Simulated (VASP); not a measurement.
# CrTe16Mo7 (P-6m2) in VASP: single point with PBEsol+U

Aim: the single point of CrTe16Mo7 with PBEsol+U.

All numbers are computed with VASP 6.6.1; they aren't measurements. Logs are shortened: lines on timing, memory, paths and dates and some standing lists are left out, and cuts for length are marked.

**1. The cell of the first run**

Symmetry: P-6m2, No. 187, hexagonal system. The conventional cell has a = 7.036 Å, b = 7.036 Å, c = 13.974 Å, α = 90.00°, β = 90.00°, γ = 120.00°. Te (site symmetry 3m) has 3 Mo at 2.71 Å and 7 Te at 3.52 to 3.59 Å within 3.6 Å. Te (site symmetry m) has 3 Mo at 2.71 Å and 7 Te at 3.52 to 3.60 Å within 3.6 Å. Within 3.6 Å of Te (site symmetry m) lie 1 Cr at 2.70 Å and 2 Mo at 2.72 Å and 7 Te at 3.50 to 3.60 Å. Within 3.6 Å of Te (site symmetry 3m) lie 3 Mo at 2.71 Å and 7 Te at 3.52 to 3.58 Å. Cr (site symmetry -6m2) has 6 Te at 2.70 Å and 6 Mo at 3.52 Å within 3.6 Å. Mo (site symmetry mm2) has 6 Te at 2.71 to 2.72 Å and 4 Mo at 3.51 to 3.52 Å and 2 Cr at 3.52 Å within 3.6 Å. Mo (site symmetry mm2) has 6 Te at 2.71 Å and 6 Mo at 3.51 to 3.52 Å within 3.6 Å. Within 3.6 Å of Mo (site symmetry -6m2) lie 6 Te at 2.71 Å and 6 Mo at 3.52 Å.

**2. Single point, PBEsol+U**

INCAR reads:

```
SYSTEM = CrTe16Mo7
ALGO = Normal
EDIFF = 1E-6
ENCUT = 520
GGA = PS
ISIF = 2
ISMEAR = 0
LASPH = .True.
LCHARG = .False.
LDAU = .True.
LDAUJ = 0 0 0
LDAUL = -1 2 -1
LDAUPRINT = 1
LDAUTYPE = 2
LDAUU = 0 3 0
LMAXMIX = 4
LREAL = Auto
LUSENCCL = .False.
LWAVE = .False.
NBANDS = 121
NELM = 150
PREC = Accurate
SIGMA = 0.05
```

KPOINTS reads:

```
k-points
0
Gamma
  3 3 2
  0 0 0
```

POSCAR reads:

```
CrTe16Mo7
1.0
    7.0363995000      0.0000000000      0.0000000000
   -3.5181998000      6.0937007000      0.0000000000
    0.0000000000      0.0000000000     13.9736000000
Te Cr Mo
16 1 7
Direct
    0.1666666667      0.3333333333      0.6217137367
    0.1667203197      0.8333601599      0.6213134878
    0.6666398401      0.3332796803      0.6213134878
    0.6666398401      0.8333601599      0.6213134878
    0.3322740454      0.1677259546      0.1212727086
    0.3322740454      0.6645480907      0.1212727086
    0.8354519093      0.1677259546      0.1212727086
    0.8333333333      0.6666666667      0.1218475607
    0.1666666667      0.3333333333      0.8782862633
    0.1667203197      0.8333601599      0.8786865122
    0.6666398401      0.3332796803      0.8786865122
    0.6666398401      0.8333601599      0.8786865122
    0.3322740454      0.1677259546      0.3787272914
    0.3322740454      0.6645480907      0.3787272914
    0.8354519093      0.1677259546      0.3787272914
    0.8333333333      0.6666666667      0.3781524393
    0.1666666667      0.3333333333      0.2500000000
    0.1672657547      0.8336328774      0.2500000000
    0.6663671226      0.3327342453      0.2500000000
    0.6663671226      0.8336328774      0.2500000000
    0.3335278709      0.1664721291      0.7500000000
    0.3335278709      0.6670557418      0.7500000000
    0.8329442582      0.1664721291      0.7500000000
    0.8333333333      0.6666666667      0.7500000000
```

Potentials or basis: VASP PAW PBE potentials, release 64 (Te, Cr_pv, Mo_sv).

Run with:

```
$ cat potpaw_PBE.64/Te/POTCAR potpaw_PBE.64/Cr_pv/POTCAR potpaw_PBE.64/Mo_sv/POTCAR > POTCAR
$ mpirun -np 1 vasp_std > vasp.out
```

OUTCAR:

```text
SYSTEM = CrTe16Mo7
   EDIFF = 1E-6
   ENCUT = 520
   GGA = PS
   ISIF = 2
   ISMEAR = 0
   LASPH = .True.
   LREAL = Auto
   NELM = 150
   PREC = Accurate

 ion  position               nearest neighbor table
   1  0.167  0.333  0.622-  23 2.71  22 2.71  21 2.71   4 3.52   4 3.52   3 3.52   3 3.52   2 3.52
                             2 3.52   9 3.59
   2  0.167  0.833  0.621-  21 2.71  22 2.71  24 2.71   3 3.52   4 3.52   1 3.52   1 3.52   3 3.52
                             4 3.52  10 3.60
   3  0.667  0.333  0.621-  21 2.71  23 2.71  24 2.71   2 3.52   4 3.52   1 3.52   1 3.52   2 3.52
                             4 3.52  11 3.60
   4  0.667  0.833  0.621-  22 2.71  23 2.71  24 2.71   2 3.52   3 3.52   1 3.52   1 3.52   2 3.52
                             3 3.52  12 3.60
   5  0.332  0.168  0.121-  17 2.70  19 2.72  18 2.72   7 3.50   6 3.50   8 3.52   8 3.52   7 3.54
                             6 3.54  13 3.60
   6  0.332  0.665  0.121-  17 2.70  20 2.72  18 2.72   7 3.50   5 3.50   8 3.52   8 3.52   7 3.54
                             5 3.54  14 3.60
   7  0.835  0.168  0.121-  17 2.70  20 2.72  19 2.72   6 3.50   5 3.50   8 3.52   8 3.52   6 3.54
                             5 3.54  15 3.60
   8  0.833  0.667  0.122-  18 2.71  19 2.71  20 2.71   5 3.52   5 3.52   6 3.52   6 3.52   7 3.52
                             7 3.52  16 3.58
   9  0.167  0.333  0.878-  23 2.71  22 2.71  21 2.71  12 3.52  12 3.52  11 3.52  11 3.52  10 3.52
[... 9 lines left out ...]
  14  0.332  0.665  0.379-  17 2.70  20 2.72  18 2.72  15 3.50  13 3.50  16 3.52  16 3.52  15 3.54
                            13 3.54   6 3.60
  15  0.835  0.168  0.379-  17 2.70  20 2.72  19 2.72  14 3.50  13 3.50  16 3.52  16 3.52  14 3.54
                            13 3.54   7 3.60
  16  0.833  0.667  0.378-  18 2.71  19 2.71  20 2.71  13 3.52  13 3.52  14 3.52  14 3.52  15 3.52
                            15 3.52   8 3.58
  17  0.167  0.333  0.250-   7 2.70  15 2.70  14 2.70   6 2.70   5 2.70  13 2.70
  18  0.167  0.834  0.250-   8 2.71  16 2.71  13 2.72   5 2.72  14 2.72   6 2.72
  19  0.666  0.333  0.250-   8 2.71  16 2.71  13 2.72   5 2.72  15 2.72   7 2.72
  20  0.666  0.834  0.250-   8 2.71  16 2.71  14 2.72   6 2.72  15 2.72   7 2.72
  21  0.334  0.166  0.750-   1 2.71   9 2.71   3 2.71  11 2.71  10 2.71   2 2.71
  22  0.334  0.667  0.750-   1 2.71   9 2.71   4 2.71  12 2.71  10 2.71   2 2.71
  23  0.833  0.166  0.750-   1 2.71   9 2.71   4 2.71  12 2.71  11 2.71   3 2.71
  24  0.833  0.667  0.750-   2 2.71  10 2.71   3 2.71  11 2.71   4 2.71  12 2.71

  LATTYP: Found a hexagonal cell.
 ALAT       =     7.0363995000
 C/A-ratio  =     1.9859020228

  Lattice vectors:

 A1 = (   7.0363995000,   0.0000000000,   0.0000000000)
 A2 = (  -3.5181998000,   6.0937007000,   0.0000000000)
 A3 = (   0.0000000000,   0.0000000000,  13.9736000000)

Analysis of symmetry for initial positions (statically):
=====================================================================
 Subroutine PRICEL returns:
 Original cell was already a primitive cell.

 Routine SETGRP: Setting up the symmetry group for a
 hexagonal supercell.

 Subroutine GETGRP returns: Found 12 space group operations
 (whereof  2 operations were pure point group operations)
 out of a pool of 24 trial point group operations.

The static configuration has the point symmetry C_1h.
 The point group associated with its full space group is D_3h.

Analysis of symmetry for dynamics (positions and initial velocities):
=====================================================================
 Subroutine PRICEL returns:
 Original cell was already a primitive cell.

 Routine SETGRP: Setting up the symmetry group for a
 hexagonal supercell.

 Subroutine GETGRP returns: Found 12 space group operations
 (whereof  2 operations were pure point group operations)
 out of a pool of 24 trial point group operations.

The dynamic configuration has the point symmetry C_1h.
 The point group associated with its full space group is D_3h.

 Subroutine INISYM returns: Found 12 space group operations
[... 122 lines left out ...]
   EDIFF  = 0.1E-05   stopping-criterion for ELM
   LREAL  =      T    real-space projection
   EDIFFG = 0.1E-04   stopping-criterion for IOM
   NSW    =      0    number of steps for IOM
   IBRION =     -1    ionic relax: 0-MD 1-quasi-New 2-CG
   NFREE  =      0    steps in history (QN), initial steepest desc. (CG)
   ISIF   =      2    stress and relaxation
   ISYM   =      2    0-nonsym 1-usesym 2-fastsym
   POTIM  = 0.5000    time-step for ionic-motion
   TEBEG  =    0.0;   TEEND  =   0.0 temperature during run
   PSTRESS=    0.0 pullay stress
   NELECT =     206.0000    total number of electrons
   NUPDOWN=      -1.0000    fix difference up-down
   EMIN   =  10.00;   EMAX   =-10.00  energy-range for DOS
   EFERMI =   0.00;   METHOD = LEGACY
   ISMEAR =     0;   SIGMA  =   0.05  broadening in eV -4-tet -1-fermi 0-gaus
   EFERMI_NEDOS =   21; number of points for ismear=-14 and -15
   IALGO  =     38    algorithm
   IMIX   =      4    mixing-type and parameters
     AMIX     =   0.40;   BMIX     =  1.00
     AMIX_MAG =   1.60;   BMIX_MAG =  1.00
  volume/ion in A,a.u.               =      24.96       168.47
  Fermi-wavevector in a.u.,A,eV,Ry     =   1.146878  2.167285 17.896143  1.315329
  Thomas-Fermi vector in A             =   2.283561
   LORBIT       =      0    0 simple, 1 ext, 2 COOP (PROOUT), +10 PAW based schemes
 LDA+U is selected, type is set to LDAUTYPE =  2
   angular momentum for each species LDAUL =    -1    2   -1
   U (eV)           for each species LDAUU =   0.0  3.0  0.0
   J (eV)           for each species LDAUJ =   0.0  0.0  0.0
   GGA     = PS    functional components
   LHFCALC =     F    Hartree Fock is set to
   AEXX    =    0.0000 exact exchange contribution
   IVDW    =     0    specifies the selected vdW correction
   LEPSILON=     F    determine dielectric tensor
   LRPA    =     F    only Hartree local field effects (RPA)
 non-spin polarized calculation
 Gauss-broadening in eV      SIGMA  =   0.05
  energy-cutoff  :      520.00
  volume of cell :      599.16
 maximum number of plane-waves:     16173
 NGX is ok and might be reduce to    54
   NGX = 27   NGY = 27   NGZ = 51

atom =  17  type =  2  l = 2

 onsite density matrix

spin component  1

  0.4226  0.0000  0.0000 -0.0000 -0.0000
  0.0000  0.4177 -0.0000 -0.0000  0.0000
  0.0000 -0.0000  0.4152 -0.0000 -0.0000
 -0.0000 -0.0000 -0.0000  0.4177  0.0000
 -0.0000  0.0000 -0.0000  0.0000  0.4226

spin component  2

  0.4226  0.0000  0.0000 -0.0000 -0.0000
  0.0000  0.4177 -0.0000 -0.0000  0.0000
  0.0000 -0.0000  0.4152 -0.0000 -0.0000
 -0.0000 -0.0000 -0.0000  0.4177  0.0000
 -0.0000  0.0000 -0.0000  0.0000  0.4226

 occupancies and eigenvectors

  o =  0.4152  v = -0.0000  0.0000  1.0000  0.0000  0.0000  0.0000  0.0000  0.0000  0.0000  0.0000      0.0000  0.0000  0.0000  0.0000  0.0000  0.0000  0.0000  0.0000  0.0000  0.0000
  o =  0.4152  v =  0.0000  0.0000  0.0000  0.0000  0.0000 -0.0000  0.0000  1.0000  0.0000  0.0000      0.0000  0.0000  0.0000  0.0000  0.0000  0.0000  0.0000  0.0000  0.0000  0.0000
  o =  0.4177  v =  0.0000  0.8190 -0.0000  0.5737  0.0000  0.0000  0.0000  0.0000  0.0000  0.0000      0.0000  0.0000  0.0000  0.0000  0.0000  0.0000  0.0000  0.0000  0.0000  0.0000
  o =  0.4177  v =  0.0000  0.0000  0.0000  0.0000  0.0000  0.0000  0.8190 -0.0000  0.5737  0.0000      0.0000  0.0000  0.0000  0.0000  0.0000  0.0000  0.0000  0.0000  0.0000  0.0000
  o =  0.4177  v =  0.0000  0.0000  0.0000  0.0000  0.0000 -0.0000  0.5737 -0.0000 -0.8190  0.0000      0.0000  0.0000  0.0000  0.0000  0.0000  0.0000  0.0000  0.0000  0.0000  0.0000
  o =  0.4177  v = -0.0000  0.5737 -0.0000 -0.8190  0.0000  0.0000  0.0000  0.0000  0.0000  0.0000      0.0000  0.0000  0.0000  0.0000  0.0000  0.0000  0.0000  0.0000  0.0000  0.0000
  o =  0.4226  v =  0.0000  0.0000  0.0000  0.0000  0.0000 -0.4242  0.0000 -0.0000 -0.0000 -0.9055      0.0000  0.0000  0.0000  0.0000  0.0000  0.0000  0.0000  0.0000  0.0000  0.0000
  o =  0.4226  v = -0.4242  0.0000 -0.0000 -0.0000 -0.9055  0.0000  0.0000  0.0000  0.0000  0.0000      0.0000  0.0000  0.0000  0.0000  0.0000  0.0000  0.0000  0.0000  0.0000  0.0000
  o =  0.4226  v =  0.0000  0.0000  0.0000  0.0000  0.0000  0.9055  0.0000  0.0000 -0.0000 -0.4242      0.0000  0.0000  0.0000  0.0000  0.0000  0.0000  0.0000  0.0000  0.0000  0.0000
  o =  0.4226  v =  0.9055  0.0000  0.0000 -0.0000 -0.4242  0.0000  0.0000  0.0000  0.0000  0.0000      0.0000  0.0000  0.0000  0.0000  0.0000  0.0000  0.0000  0.0000  0.0000  0.0000

 number of electron     205.9999992 magnetization

 Free energy of the ion-electron system (eV)
  ---------------------------------------------------
  ext. energy  EPLUGINS =         0.00000000
  ---------------------------------------------------
  free energy    TOTEN  =      -151.54306852 eV

  energy without entropy =     -151.54306852  energy(sigma->0) =     -151.54306852

 E-fermi :   8.2510     XC(G=0): -10.5387

 val. band max:        7.8838758464   @ k =   0.0000   0.0000   0.0000
 cond. band min:       8.5946915227   @ k =   0.3333   0.3333   0.0000
 fundamental gap:      0.7108156764
 Fermi energy:         8.2509714795

 k-point     1 :       0.0000    0.0000    0.0000
  band No.  band energies     occupation
      1     -52.8580      2.00000
      2     -52.8493      2.00000
      3     -52.8471      2.00000
      4     -52.8454      2.00000
      5     -52.8454      2.00000
      6     -52.8396      2.00000
[... 697 lines left out ...]
    114       9.4480      0.00000
    115       9.4590      0.00000
 [bands above 115 left out]

------------------------ aborting loop because EDIFF is reached ----------------------------------------

  FORCE on cell =-STRESS in cart. coord.  units (eV):
  Direction    XX          YY          ZZ          XY          YZ          ZX
  --------------------------------------------------------------------------------------
  -------------------------------------------------------------------------------------
  Total       -6.2082162     -6.2082162     -4.5291602      0.0000001     -0.0000000      0.0000000
  in kB      -16.6011244    -16.6011243    -12.1112328      0.0000001     -0.0000000      0.0000000
  external PRESSURE =     -15.1044938 kB  Pullay stress =       0.0000000 kB

 VOLUME and BASIS-vectors are now :
 -----------------------------------------------------------------------------
  energy-cutoff  :      520.00
  volume of cell :      599.16
      direct lattice vectors                 reciprocal lattice vectors
     7.036399500  0.000000000  0.000000000     0.142118139  0.082051947 -0.000000000
    -3.518199800  6.093700700  0.000000000     0.000000000  0.164103892  0.000000000
     0.000000000  0.000000000 13.973600000     0.000000000 -0.000000000  0.071563520

 POSITION                                       TOTAL-FORCE (eV/Angst)
 -----------------------------------------------------------------------------------
     -0.00000      2.03123      8.68758         0.000000      0.000000     -0.043108
     -1.75882      5.07825      8.68199        -0.002618     -0.001511     -0.024894
      3.51820      2.03091      8.68199        -0.000000      0.003022     -0.024894
      1.75882      5.07825      8.68199         0.002618     -0.001511     -0.024894
      1.74792      1.02207      1.69462        -0.298207      0.172170      0.427534
     -0.00000      4.04956      1.69462         0.000000     -0.344340      0.427534
[... 16 lines left out ...]
      5.27525      1.01443     10.48020         0.002731      0.001577     -0.000000
      3.51820      4.06247     10.48020         0.000000      0.000000     -0.000000
 -----------------------------------------------------------------------------------
    total drift:                                0.000007     -0.000004      0.000000

  FREE ENERGIE OF THE ION-ELECTRON SYSTEM (eV)
  ---------------------------------------------------
  free  energy   TOTEN  =      -151.5430685213 eV

  energy  without entropy=     -151.5430685213  energy(sigma->0) =     -151.54306852
```

It took 96 s on 1 × NVIDIA H100 80GB with 1 thread of AMD EPYC 7R13 (Zen 3), shared host; peak memory 1.7 GiB.

What came out:

```yaml
Free_energy: -151.5431 eV
Pressure: -1.5 GPa
Largest_force: 0.549 eV/Å
Band_gap_on_the_k_mesh: 0.71 eV (least direct gap 0.77 eV)
```

Forces in eV/Å, atoms in the order of the input:
```
Te   0.000  0.000 -0.043
Te  -0.003 -0.002 -0.025
Te   0.000  0.003 -0.025
Te   0.003 -0.002 -0.025
Te  -0.298  0.172  0.428
Te   0.000 -0.344  0.428
Te   0.298  0.172  0.428
Te   0.000  0.000 -0.033
Te   0.000  0.000  0.043
Te  -0.003 -0.002  0.025
Te   0.000  0.003  0.025
Te   0.003 -0.002  0.025
Te  -0.298  0.172 -0.428
Te   0.000 -0.344 -0.428
Te   0.298  0.172 -0.428
Te   0.000  0.000  0.033
Cr   0.000  0.000  0.000
Mo   0.020  0.011  0.000
Mo   0.000 -0.023  0.000
Mo  -0.020  0.011  0.000
Mo  -0.003  0.002  0.000
Mo   0.000 -0.003  0.000
Mo   0.003  0.002  0.000
Mo   0.000  0.000  0.000
```

Levels at points of the mesh, in eV from the valence-band top:
```tsv
k point	band 100	band 101	band 102	band 103	band 104	band 105	band 106	band 107
(0.00, 0.00, 0.00)	-0.34	-0.32	-0.29	0.00	0.92	0.92	1.12	1.25
(0.00, 0.00, 0.50)	-0.47	-0.40	-0.08	-0.07	0.92	0.92	1.18	1.27
```

Eigenvalues of the final occupation matrices:
```tsv
site	spin	trace	eigenvalues
site 17 d	1	2.10	0.42 0.42 0.42 0.42 0.42
site 17 d	2	2.10	0.42 0.42 0.42 0.42 0.42
```

Caveat: the PAW data sets were made with another functional, which shifts forces and pressure a little; spin-orbit coupling is left out, which moves the levels of the heavy elements; this functional lacks dispersion, which binds layers or chains, so the pressure and a relaxed spacing across them are unreliable; the U is typed as a test and isn't derived for this compound. Spin polarisation is off, so any magnetic state and its effect on volume and gap are missing.
